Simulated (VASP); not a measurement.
Set up this calculation in VASP 6.6.1, as the native input.

* Task: single point
* Functional: PBEsol
* Potentials or basis: VASP PAW PBE potentials, release 64 (Sr_sv, O)
* Cutoff: 520 eV
* k mesh: 9 × 9 × 9
* Occupations: gaussian, width 0.1 eV
* Spin: no spin polarisation
* Dipole correction: no
* Further INCAR settings: ALGO = Normal; EDIFF = 1e-06; NBANDS = 15

The structure of SrO lies in POSCAR:

```
SrO
1.0
    0.0000000000      2.5663000000      2.5663000000
    2.5663000000      0.0000000000      2.5663000000
    2.5663000000      2.5663000000      0.0000000000
Sr O
1 1
Direct
    0.5000000000      0.5000000000      0.5000000000
    0.0000000000      0.0000000000      0.0000000000
```

The input as run:

INCAR

```
SYSTEM = SrO
  PREC = Accurate
  ENCUT = 520
  EDIFF = 1E-6
  ISMEAR = 0
  SIGMA = 0.1
  LREAL = .FALSE.
  LASPH = .TRUE.
  NELM = 100
  ALGO = Normal
  ISIF = 2
  LWAVE = .FALSE.
  LCHARG = .TRUE.
  GGA = PS
  LELF = .TRUE.
  LVHAR = .TRUE.
  NBANDS = 15
```

KPOINTS

```
regular mesh
0
G
  9 9 9
  0 0 0
```

Potentials or basis: VASP PAW PBE potentials, release 64 (Sr_sv, O).

Launch:

```sh
$ cat potpaw_PBE.64/Sr_sv/POTCAR potpaw_PBE.64/O/POTCAR > POTCAR
$ mpirun -np 1 vasp_std > vasp.out
```

Results of the run:

- Pressure: 0.1 GPa
- Band gap on the k mesh: 3.21 eV, indirect (least direct gap 3.30 eV)

Caveat: the PAW data sets were made with another functional, which shifts forces and pressure a little.

Wall time 8.4 s on 1 thread of Intel(R) Xeon(R) 6975P-C (Granite Rapids), with other jobs on the host, peak memory 0.16 GiB.
